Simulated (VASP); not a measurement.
**Ag (a cell with a defect): single point with PBE**

Ag (a cell with a defect):

```xyz
7
Lattice="0.0000 4.0855 4.0855 4.0855 0.0000 4.0855 4.0855 4.0855 0.0000" Properties=species:S:1:pos:R:3 pbc="T T T"
Ag    1.5321    1.5321    0.0000
Ag    2.0427    0.0000    2.0427
Ag    4.0855    2.0427    2.0427
Ag    0.0000    2.0427    2.0427
Ag    2.0427    4.0855    2.0427
Ag    2.0427    2.0427    4.0855
Ag    4.0855    4.0855    4.0855
```

```yaml
Program: VASP 6.6.1
Task: single point
Functional: PBE
Potentials_or_basis: VASP PAW PBE potentials, release 64 (Ag)
Cutoff: 520 eV
k_mesh: 3 × 3 × 3
Occupations: fermi-dirac, width 0.1 eV
Spin: no spin polarisation
```

| Property | Result |
| --- | --- |
| Pressure | 3.5 GPa |
| Largest force | 1.269 eV/Å |

Forces in eV/Å, atoms in the order of the input:
```
Ag   0.897  0.897  0.000
Ag   0.121 -0.572  0.823
Ag  -0.572  0.121 -0.823
Ag  -0.572  0.121  0.823
Ag   0.121 -0.572 -0.823
Ag  -0.009 -0.009  0.000
Ag   0.013  0.013  0.000
```

Stress tensor (GPa, compression positive):
```
 1.88 -1.55  0.00
-1.55  1.88  0.00
 0.00  0.00  6.72
```

Levels at points of the mesh, in eV from the Fermi level:
```csv
k point,band 35,band 36,band 37,band 38,band 39,band 40,band 41,band 42
"(0.00, 0.00, 0.00)",-2.83,-2.71,-0.21,0.22,0.23,0.29,2.31,2.55
```

Run time: 55 s on 1 thread of AMD EPYC 9R14 (Zen 4), on a shared host, peak memory 0.29 GiB.

Caveat: the k points lie up to 0.44 Å⁻¹ apart.
